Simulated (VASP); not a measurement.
Set up this calculation in VASP 6.6.1, as the native input.

```yaml
Task: single point
Functional: BLYP
Potentials_or_basis: VASP PAW PBE potentials, release 64 (Cu, O)
Cutoff: 520 eV
k_mesh: 9 × 5 × 5
Occupations: fermi-dirac, width 0.05 eV
Spin: no spin polarisation
Dipole_correction: no
Further_INCAR_settings: ALGO = Normal; EDIFF = 1e-06; NBANDS = 44
```

The structure of CuO lies in POSCAR:

```
CuO
1.0
   -2.1132435617      2.1154733653     -0.1665078601
    0.4073030266     -0.0001768958     -5.1794973567
   -2.1130658702     -6.3461769316     -0.1667174036
Cu O
4 4
Direct
    0.2499971922     -0.0000101380      0.2500010795
    0.7499996580      0.0000097675      0.7500012403
    1.0000080440      0.5000005679      0.4999991958
    0.5000030064      0.4999989082      0.9999990915
    0.7500613442      0.7497973769      0.2500071897
    0.2500616023      0.7498359200      0.7500062841
    0.7499330308      0.2501653910      0.2499923825
    0.2499361522      0.2502021866      0.7499935666
```

One way to write it, as run:

INCAR

```
SYSTEM = CuO
PREC = Accurate
ENCUT = 520
EDIFF = 1E-6
ISMEAR = -1
SIGMA = 0.05
LREAL = .False.
LASPH = .True.
NELM = 100
ALGO = Normal
ISIF = 2
LWAVE = .False.
LCHARG = .False.
GGA = B5
ALDAX = 1.0
AGGAX = 1.0
AGGAC = 1.0
ALDAC = 0.0
NBANDS = 44
```

KPOINTS

```
Automatic mesh
0
Gamma
  9 5 5
  0 0 0
```

Potentials or basis: VASP PAW PBE potentials, release 64 (Cu, O).

Launch:

```sh
$ cat potpaw_PBE.64/Cu/POTCAR potpaw_PBE.64/O/POTCAR > POTCAR
$ mpirun -np 1 vasp_std > vasp.out
```

It gave:

```json
{
 "Pressure": "0.7 GPa",
 "Band gap on the k mesh": "zero (bands 34 and 35 overlap by 0.72 eV)"
}
```

Caveat: the PAW data sets were made with another functional, which shifts forces and pressure a little; semilocal functionals often make such compounds metallic where correlation or magnetic order opens a gap, which also shifts bond lengths.

It took 13 min on 1 thread of Intel Xeon 8259CL, on a shared host, peak memory 0.44 GiB.
